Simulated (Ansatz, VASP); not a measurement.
**Two plane-wave programs on Pd**

INCAR

```
SYSTEM = Pd
PREC = Accurate ; ENCUT = 500
EDIFF = 1E-7 ; ISMEAR = 0
SIGMA = 0.1 ; LREAL = .False.
LASPH = .True. ; NELM = 120
ALGO = Normal ; ISIF = 3
LWAVE = .False. ; LCHARG = .False.
GGA = PS ; IBRION = 2
NSW = 90 ; EDIFFG = -0.04
GGA_COMPAT = .False. ; NELMIN = 4
```

File KPOINTS:

```
Automatic mesh
0
Gamma
  6 6 6
  0 0 0
```

File POSCAR:

```
Pd
1.0
    1.4626119918      0.8444394272      7.0687119811
   -1.4626119918      0.8444394272      7.0687119811
    0.0000000000     -1.6888788544      7.0687119811
Pd
3
Direct
    0.0000000000      0.0000000000      0.0000000000
    0.2222200000      0.2222200000      0.2222200000
    0.7777800000      0.7777800000      0.7777800000
```

Input for Ansatz:

```yaml
crystal:
  lattice:
    - [1.4626119918, 0.8444394272, 7.0687119811]
    - [-1.4626119918, 0.8444394272, 7.0687119811]
    - [0.0, -1.6888788544, 7.0687119811]
  atoms:
    - { symbol: Pd, position: [0.0, 0.0, 0.0] }
    - { symbol: Pd, position: [0.22222, 0.22222, 0.22222] }
    - { symbol: Pd, position: [0.77778, 0.77778, 0.77778] }
basis:
  ecutwfc: 420
kpoints:
  mp_grid: { grid: [6, 6, 6] }
hamiltonian:
  xc: pbesol
scf:
  occupations: { method: gaussian, width: 0.1 }
  lower_state_search: "off"
output:
  forces: true
  stress: true
  eigenvalues: true
relax:
  adjacent_minimum: "off"
  f_tol: 0.04
  max_steps: 70
  cell: { stress_tol: 0.4 }
```

Alike in both runs: task relaxation of cell and atoms; functional PBEsol; k mesh 6 × 6 × 6; occupations gaussian, width 0.1 eV; no spin polarisation.

|  | VASP | Ansatz |
| --- | --- | --- |
| version | VASP 6.6.1 | Ansatz 0.2.0 |
| potentials or method | VASP PAW PBE potentials, release 64 (Pd), cutoff 500 eV | scalar-relativistic, plane waves, PAW |
| valence electrons in the cell | 30 | 54 |

|  | VASP | Ansatz | Ansatz less VASP |
| --- | --- | --- | --- |
| gap on the k mesh at the Fermi level, each at its own relaxed structure (eV) | none | none | - |
| relaxed volume (Å³/atom) | 14.51 | 14.54 | +0.032 |
| relaxed cell length with the largest relative difference (Å) | 6.971 | 6.976 | +0.0049 |

VASP's potentials were made for PBE, not for PBEsol. A gap of «none» marks a metal or a gap that the smearing closes. VASP's potentials hold 30 valence electrons a cell and Ansatz's 54, so a difference there can come from the potentials and not from the codes.

The k mesh is coarse, so the values compare programs but aren't converged. Noted on VASP's run: the volume moved by over 15 % at a fixed basis, so the end points are rough.
